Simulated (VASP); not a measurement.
The system is TlCl.

```xyz
2
Lattice="3.7936 0.0000 0.0000 0.0000 3.7936 0.0000 0.0000 0.0000 3.7936" Properties=species:S:1:pos:R:3 pbc="T T T"
Tl    0.0000    0.0000    0.0000
Cl    1.8968    1.8968    1.8968
```

Program: VASP 6.6.1. Alike in all runs: task single point; no spin polarisation; cell as given; smearing gaussian 0.01 eV.

Q: Order these runs on this cell by their band gap on the k mesh, lowest first.
A. level r2SCAN; potentials or basis VASP PAW PBE potentials, release 64 (Tl_d, Cl); k mesh 6 × 6 × 6; cutoff (eV) 550
B. level PBE; potentials or basis VASP PAW PBE potentials, release 64 (Tl_d, Cl); k mesh 4 × 4 × 4; cutoff (eV) 500
C. level LDA; potentials or basis VASP PAW LDA potentials, release 64 (Tl_d, Cl); k mesh 6 × 6 × 6; cutoff (eV) 500

A: C (1.76 eV), B (1.99 eV), A (2.43 eV).

Caveats: spin-orbit coupling is left out, which moves the levels of the heavy elements.

A k mesh can miss the band edges.
